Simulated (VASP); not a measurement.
# CdS (F-43m) in VASP: single point with PBE

Aim: the single point of CdS with PBE.

All numbers are computed with VASP 6.6.1; they aren't measurements. Logs are shortened: lines on timing, memory, paths and dates and some standing lists are left out, and cuts for length are marked.

**1. The cell of the first run**

It takes space group F-43m (No. 216, cubic). Conventional cell: a = 5.927 Å, b = 5.927 Å, c = 5.927 Å, α = 90.00°, β = 90.00°, γ = 90.00°. Cd (site symmetry -43m) has 4 S at 2.57 Å within 3.4 Å. Within 3.4 Å of S (site symmetry -43m) lie 4 Cd at 2.57 Å.

**2. Single point, PBE**

Contents of INCAR:

```
SYSTEM = CdS
  PREC = Accurate
  ENCUT = 500
  EDIFF = 1E-6
  ISMEAR = 0
  SIGMA = 0.02
  LREAL = .FALSE.
  LASPH = .TRUE.
  NELM = 120
  ALGO = Normal
  ISIF = 2
  LWAVE = .FALSE.
  LCHARG = .TRUE.
  GGA = PE
  LELF = .TRUE.
  LVHAR = .TRUE.
  NBANDS = 16
  GGA_COMPAT = .FALSE.
```

Contents of KPOINTS:

```
Automatic mesh
0
G
  8 8 8
  0 0 0
```

Contents of POSCAR:

```
CdS
1.0
    0.0000000000      2.9633438397      2.9633438397
    2.9633438397      0.0000000000      2.9633438397
    2.9633438397      2.9633438397      0.0000000000
Cd S
1 1
Direct
    0.0000000000      0.0000000000      0.0000000000
    0.2500000000      0.2500000000      0.2500000000
```

Potentials or basis: VASP PAW PBE potentials, release 64 (Cd, S).

On the command line:

```
$ cat potpaw_PBE.64/Cd/POTCAR potpaw_PBE.64/S/POTCAR > POTCAR
$ mpirun -np 1 vasp_std > vasp.out
```

OUTCAR:

```text
SYSTEM = CdS
   PREC = Accurate
   ENCUT = 500
   EDIFF = 1E-6
   ISMEAR = 0
   LREAL = .FALSE.
   LASPH = .TRUE.
   NELM = 120
   ISIF = 2
   GGA = PE

 ion  position               nearest neighbor table
   1  0.000  0.000  0.000-   2 2.57   2 2.57   2 2.57   2 2.57
   2  0.250  0.250  0.250-   1 2.57   1 2.57   1 2.57   1 2.57

  LATTYP: Found a face centered cubic cell.
 ALAT       =     5.9266876794

  Lattice vectors:

 A1 = (   0.0000000000,   2.9633438397,   2.9633438397)
 A2 = (   2.9633438397,   0.0000000000,   2.9633438397)
 A3 = (   2.9633438397,   2.9633438397,   0.0000000000)

Analysis of symmetry for initial positions (statically):
=====================================================================
 Subroutine PRICEL returns:
 Original cell was already a primitive cell.

 Routine SETGRP: Setting up the symmetry group for a
 face centered cubic supercell.

 Subroutine GETGRP returns: Found 24 space group operations
 (whereof 24 operations were pure point group operations)
 out of a pool of 48 trial point group operations.

The static configuration has the point symmetry T_d .

Analysis of symmetry for dynamics (positions and initial velocities):
=====================================================================
 Subroutine PRICEL returns:
 Original cell was already a primitive cell.

 Routine SETGRP: Setting up the symmetry group for a
 face centered cubic supercell.

 Subroutine GETGRP returns: Found 24 space group operations
 (whereof 24 operations were pure point group operations)
 out of a pool of 48 trial point group operations.

The dynamic configuration has the point symmetry T_d .

 Subroutine INISYM returns: Found 24 space group operations
 (whereof 24 operations are pure point group operations),
 and found     1 'primitive' translations

----------------------------------------------------------------------------------------

                                     Primitive cell

  volume of cell :      52.0447

  direct lattice vectors                    reciprocal lattice vectors
     0.000000000  2.963343840  2.963343840    -0.168728311  0.168728311  0.168728311
     2.963343840  0.000000000  2.963343840     0.168728311 -0.168728311  0.168728311
     2.963343840  2.963343840  0.000000000     0.168728311  0.168728311 -0.168728311

  length of vectors
     4.190801048  4.190801048  4.190801048     0.292246007  0.292246007  0.292246007

  position of ions in fractional coordinates (direct lattice)
     0.000000000  0.000000000  0.000000000
     0.250000000  0.250000000  0.250000000

  ion indices of the primitive-cell ions
[... 69 lines left out ...]
   ISPIN  =      1    spin polarized calculation?
   LNONCOLLINEAR =      F non collinear calculations
   LSORBIT =      F    spin-orbit coupling
   LASPH  =      T    aspherical Exc in radial PAW
   ENCUT  =  500.0 eV  36.75 Ry    6.06 a.u.   7.64  7.64  7.64*2*pi/ulx,y,z
   NELM   =    120;   NELMIN=  2; NELMDL= -5     # of ELM steps
   EDIFF  = 0.1E-05   stopping-criterion for ELM
   LREAL  =      F    real-space projection
[... 7 lines left out ...]
   TEBEG  =    0.0;   TEEND  =   0.0 temperature during run
   PSTRESS=    0.0 pullay stress
   NELECT =      18.0000    total number of electrons
   NUPDOWN=      -1.0000    fix difference up-down
   EMIN   =  10.00;   EMAX   =-10.00  energy-range for DOS
   EFERMI =   0.00;   METHOD = LEGACY
   ISMEAR =     0;   SIGMA  =   0.02  broadening in eV -4-tet -1-fermi 0-gaus
   EFERMI_NEDOS =   21; number of points for ismear=-14 and -15
   IALGO  =     38    algorithm
   IMIX   =      4    mixing-type and parameters
     AMIX     =   0.40;   BMIX     =  1.00
     AMIX_MAG =   1.60;   BMIX_MAG =  1.00
  volume/ion in A,a.u.               =      26.02       175.61
  Fermi-wavevector in a.u.,A,eV,Ry     =   1.149142  2.171563 17.966859  1.320527
  Thomas-Fermi vector in A             =   2.285813
   LORBIT       =      0    0 simple, 1 ext, 2 COOP (PROOUT), +10 PAW based schemes
   GGA     = PE    functional components
   LHFCALC =     F    Hartree Fock is set to
   AEXX    =    0.0000 exact exchange contribution
   IVDW    =     0    specifies the selected vdW correction
   LEPSILON=     F    determine dielectric tensor
   LRPA    =     F    only Hartree local field effects (RPA)
 non-spin polarized calculation
 Gauss-broadening in eV      SIGMA  =   0.02
  energy-cutoff  :      500.00
  volume of cell :       52.04
 maximum number of plane-waves:      1363
   NGX = 15   NGY = 15   NGZ = 15

 number of electron      18.0000001 magnetization

 Free energy of the ion-electron system (eV)
  ---------------------------------------------------
  ext. energy  EPLUGINS =         0.00000000
  ---------------------------------------------------
  free energy    TOTEN  =        -6.14711509 eV

  energy without entropy =       -6.14711509  energy(sigma->0) =       -6.14711509

 E-fermi :   1.0607     XC(G=0):  -8.9277

 val. band max:        0.9171485493   @ k =   0.0000   0.0000   0.0000
 cond. band min:       1.9605460116   @ k =   0.0000   0.0000   0.0000
 fundamental gap:      1.0433974623
 Fermi energy:         1.0607438664

 k-point     1 :       0.0000    0.0000    0.0000
  band No.  band energies     occupation
      1     -11.1711      2.00000
      2      -6.6510      2.00000
      3      -6.6510      2.00000
      4      -6.6510      2.00000
      5      -6.2337      2.00000
      6      -6.2337      2.00000
[... 433 lines left out ...]
      3      -6.4734      2.00000
      4      -6.2542      2.00000
      5      -6.2099      2.00000
      6      -5.7940      2.00000
[... 8 lines left out ...]
     15      13.0872      0.00000
     16      13.9301      0.00000

 [... further k-points ...]

------------------------ aborting loop because EDIFF is reached ----------------------------------------

  FORCE on cell =-STRESS in cart. coord.  units (eV):
  Direction    XX          YY          ZZ          XY          YZ          ZX
  --------------------------------------------------------------------------------------
  -------------------------------------------------------------------------------------
  Total        0.0917765      0.0917765      0.0917765      0.0000000      0.0000000     -0.0000000
  in kB        2.8253094      2.8253094      2.8253094      0.0000000      0.0000000     -0.0000000
  external PRESSURE =       2.8253094 kB  Pullay stress =       0.0000000 kB

 VOLUME and BASIS-vectors are now :
 -----------------------------------------------------------------------------
  energy-cutoff  :      500.00
  volume of cell :       52.04
      direct lattice vectors                 reciprocal lattice vectors
     0.000000000  2.963343840  2.963343840    -0.168728311  0.168728311  0.168728311
     2.963343840  0.000000000  2.963343840     0.168728311 -0.168728311  0.168728311
     2.963343840  2.963343840  0.000000000     0.168728311  0.168728311 -0.168728311

 POSITION                                       TOTAL-FORCE (eV/Angst)
 -----------------------------------------------------------------------------------
      0.00000      0.00000      0.00000         0.000000      0.000000      0.000000
      1.48167      1.48167      1.48167        -0.000000     -0.000000     -0.000000
 -----------------------------------------------------------------------------------
    total drift:                               -0.000000     -0.000000      0.000000

  FREE ENERGIE OF THE ION-ELECTRON SYSTEM (eV)
  ---------------------------------------------------
  free  energy   TOTEN  =        -6.1471150888 eV

  energy  without entropy=       -6.1471150888  energy(sigma->0) =       -6.14711509
```

OSZICAR:

```text
N       E                     dE             d eps       ncg     rms          rms(c)
DAV:   1     0.109130118376E+03    0.10913E+03   -0.88726E+03   928   0.993E+02
DAV:   2    -0.244376181548E+01   -0.11157E+03   -0.10503E+03  1128   0.252E+02
DAV:   3    -0.667453136605E+01   -0.42308E+01   -0.42235E+01  1184   0.517E+01
DAV:   4    -0.669979546103E+01   -0.25264E-01   -0.25262E-01  1136   0.392E+00
DAV:   5    -0.670014569277E+01   -0.35023E-03   -0.35023E-03  1176   0.436E-01    0.732E+00
DAV:   6    -0.616441523140E+01    0.53573E+00   -0.86528E-01  1384   0.112E+01    0.600E+00
DAV:   7    -0.614674050270E+01    0.17675E-01   -0.18480E-01  1136   0.293E+00    0.299E+00
DAV:   8    -0.614693695956E+01   -0.19646E-03   -0.16287E-02  1104   0.157E+00    0.271E-01
DAV:   9    -0.614688842203E+01    0.48538E-04   -0.18932E-03  1096   0.611E-01    0.613E-02
DAV:  10    -0.614703398705E+01   -0.14557E-03   -0.24492E-04  1144   0.148E-01    0.720E-02
DAV:  11    -0.614712214471E+01   -0.88158E-04   -0.14428E-04  1088   0.895E-02    0.263E-02
DAV:  12    -0.614711414210E+01    0.80026E-05   -0.22649E-05  1240   0.577E-02    0.930E-03
DAV:  13    -0.614711516554E+01   -0.10234E-05   -0.29654E-06  1096   0.103E-02    0.616E-03
DAV:  14    -0.614711508876E+01    0.76777E-07   -0.22614E-07   960   0.308E-03
   1 F= -.61471151E+01 E0= -.61471151E+01  d E =-.270897E-26
```

stdout:

```text
POSCAR found type information on POSCAR CdS
 POSCAR found :  2 types and       2 ions
 scaLAPACK will be used
 LDA part: xc-table for (Slater+PW92), standard interpolation
 POSCAR, INCAR and KPOINTS ok, starting setup
 FFT: planning ... GRIDC
 FFT: planning ... GRID_SOFT
 FFT: planning ... GRID
 WAVECAR not read
 entering main loop
```

It took 12 s on 1 thread of Intel Xeon 6975P-C (Granite Rapids), shared host; peak memory 0.18 GiB.

What came out:

```
Free energy            : -6.1471 eV
Pressure               : 0.3 GPa
Band gap on the k mesh : 1.04 eV
```
